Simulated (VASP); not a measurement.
A run of VASP 6.6.1 is set up as follows.

File INCAR:

```
SYSTEM = PtWSe4
PREC = Accurate
ENCUT = 500
EDIFF = 1E-6
ISMEAR = 0
SIGMA = 0.1
LREAL = .False.
LASPH = .True.
NELM = 200
ALGO = Normal
ISIF = 2
LWAVE = .False.
LCHARG = .True.
ISPIN = 2
MAGMOM = 1 0 0 0 0 0
LORBIT = 11
LMAXMIX = 4
GGA = PE
LELF = .True.
LVHAR = .True.
NBANDS = 37
GGA_COMPAT = .False.
```

KPOINTS

```
regular mesh
0
Gamma
  4 4 4
  0 0 0
```

The input POSCAR:

```
PtWSe4
1.0
    4.5708381000      0.0000000000      0.0000000000
    0.0000000000      4.5708381000      0.0000000000
    0.0000000000      0.0000000000      6.5978928100
Pt W Se
1 1 4
Direct
    0.5000000000      0.5000000000      0.0000000000
    0.0000000000      0.0000000000      0.5000000000
    0.5000000000      0.0000000000      0.2657380100
    0.5000000000      0.0000000000      0.7342619900
    0.0000000000      0.5000000000      0.7342619900
    0.0000000000      0.5000000000      0.2657380100
```

Potentials or basis: VASP PAW PBE potentials, release 64 (Pt, W_sv, Se).

Run with:

```console
$ cat potpaw_PBE.64/Pt/POTCAR potpaw_PBE.64/W_sv/POTCAR potpaw_PBE.64/Se/POTCAR > POTCAR
$ mpirun -np 1 vasp_std > vasp.out
```

**Question.** Predict the pressure.

**Answer.** -11.2 GPa.

**Question.** Estimate the largest force.

**Answer.** 0.135 eV/Å.

**Question.** What does it give for the net moment?

**Answer.** 0.00 μB per cell.

Forces in eV/Å, atoms in the order of the input:
```
Pt   0.000  0.000  0.000
W    0.000  0.000  0.000
Se   0.000  0.000 -0.135
Se   0.000  0.000  0.135
Se   0.000  0.000  0.135
Se   0.000  0.000 -0.135
```

Caveat: the cell stands under tension.
